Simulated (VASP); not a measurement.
Here is a VASP 6.6.1 calculation.

The input INCAR:

```
PREC = Accurate
ENCUT = 520
EDIFF = 1E-6
ISMEAR = 0
SIGMA = 0.02
LREAL = F
LASPH = T
NELM = 60
ALGO = Normal
ISIF = 2
LWAVE = F
LCHARG = F
GGA = PS
NBANDS = 41
```

Contents of KPOINTS:

```
regular mesh
0
Gamma
  6 6 6
```

POSCAR

```
AlGa3N4
1.0
    4.5118647310      0.0000000000      0.0000000000
    0.0000000000      4.5118647310      0.0000000000
    0.0000000000      0.0000000000      4.5118647310
Al Ga N
1 3 4
Direct
    0.0000000000      0.0000000000      0.0000000000
    0.5000000000      0.5000000000      0.0000000000
    0.5000000000      0.0000000000      0.5000000000
    0.0000000000      0.5000000000      0.5000000000
    0.7550309220      0.7550309220      0.2449690780
    0.7550309220      0.2449690780      0.7550309220
    0.2449690780      0.7550309220      0.7550309220
    0.2449690780      0.2449690780      0.2449690780
```

Potentials or basis: VASP PAW PBE potentials, release 64 (Al, Ga_d, N).

Launch:

```console
$ cat potpaw_PBE.64/Al/POTCAR potpaw_PBE.64/Ga_d/POTCAR potpaw_PBE.64/N/POTCAR > POTCAR
$ mpirun -np 1 vasp_std > vasp.out
```

Q: Estimate the largest force.

A: 0.008 eV/Å.

Q: Predict the pressure.

A: -5.4 GPa.

Forces in eV/Å, atoms in the order of the input:
```
Al   0.000  0.000  0.000
Ga   0.000  0.000  0.000
Ga   0.000  0.000  0.000
Ga   0.000  0.000  0.000
N   -0.005 -0.005  0.005
N   -0.005  0.005 -0.005
N    0.005 -0.005 -0.005
N    0.005  0.005  0.005
```

Caveat: the cell stands under tension; the PAW data sets were made with another functional, which shifts forces and pressure a little.
